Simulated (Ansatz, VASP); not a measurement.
**Au in VASP and in Ansatz**

```
CELL_PARAMETERS angstrom
3.96219 0.00000 0.00549
0.00000 5.60338 0.00346
-1.97906 1.40175 1.48297
ATOMIC_POSITIONS crystal
Au 0.00000 0.50000 0.00000
Au 0.00000 0.00000 0.00000
```

Change from the starting cell: band edges of the strained film's bulk.

Alike in both runs: task single point; functional LDA; k mesh 9 × 6 × 23; occupations gaussian, width 0.1 eV; no spin polarisation.

|  | VASP | Ansatz |
| --- | --- | --- |
| version | VASP 6.6.1 | Ansatz 0.2.0 |
| potentials or method | VASP PAW LDA potentials, release 64 (Au), cutoff 500 eV | scalar-relativistic, plane waves, PAW |
| valence electrons in the cell | 22 | 38 |

Ansatz gave:

| Quantity | Value |
| --- | --- |
| gap on the k mesh at the Fermi level (eV) | none |
| pressure (GPa) | 1.4 |
| traceless stress, the component that is largest in VASP (GPa) | -1.44 |

Task: What did VASP give for the same quantities?

Result: gap on the k mesh at the Fermi level (eV): none; pressure (GPa): 2.0; traceless stress, the component that is largest in VASP (GPa): -1.59.

LDA's correlation is that of Perdew and Zunger in VASP and of Perdew and Wang (1992) in Ansatz. A gap of «none» marks a metal or a gap that the smearing closes. VASP's potentials hold 22 valence electrons a cell and Ansatz's 38, so a difference there can come from the potentials and not from the codes.

Spin-orbit coupling is off throughout.
